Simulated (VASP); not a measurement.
Write the native input for VASP 6.6.1 that does the following.

```yaml
Task: single point
Functional: PBE
Potentials_or_basis: VASP PAW PBE potentials, release 64 (W_sv, O)
Cutoff: 520 eV
k_mesh: 8 × 8 × 1
Occupations: gaussian, width 0.1 eV
Spin: no spin polarisation
Dipole_correction: yes
Further_INCAR_settings: ALGO = Normal; EDIFF = 1e-06; NBANDS = 39
```

The structure of W4O lies in POSCAR:

```
W4O
1.0
    3.1836991688      0.0000000000      0.0000000000
    0.0000000000      3.1836991688      0.0000000000
    0.0000000000      0.0000000000     20.1425775749
W O
4 1
Direct
    0.5000000000      0.5000000000      0.1985843165
    0.0000000000      0.0000000000      0.2776134069
    0.5000000000      0.5000000000      0.3599451800
    0.0000000000      0.0000000000      0.4290700901
    0.3750000000      0.5000000000      0.4711374074
```

The input as run:

INCAR

```
PREC = Accurate
ENCUT = 520
EDIFF = 1E-6
ISMEAR = 0
SIGMA = 0.1
LREAL = F
LASPH = T
NELM = 60
ALGO = Normal
ISIF = 2
LWAVE = F
LCHARG = T
LDIPOL = T
IDIPOL = 3
DIPOL = 0.5 0.5 0.347
GGA = PE
LELF = T
LVHAR = T
LVACPOTAV = T
NBANDS = 39
```

KPOINTS

```
regular mesh
0
Gamma
  8 8 1
```

Potentials or basis: VASP PAW PBE potentials, release 64 (W_sv, O).

Run with:

```console
$ cat potpaw_PBE.64/W_sv/POTCAR potpaw_PBE.64/O/POTCAR > POTCAR
$ mpirun -np 1 vasp_std > vasp.out
```

Results of the run:

| Item | Value |
| --- | --- |
| Largest force | 1.989 eV/Å |
| Band gap on the k mesh | zero (bands 31 and 32 overlap by 1.64 eV) |

Caveat: spin-orbit coupling is left out, which moves the levels of the heavy elements.

Run time: 5 min on 1 thread of Intel(R) Xeon(R) Platinum 8124M CPU @ 3.00GHz (Skylake/Cascade Lake), on a shared host, peak memory 0.37 GiB.
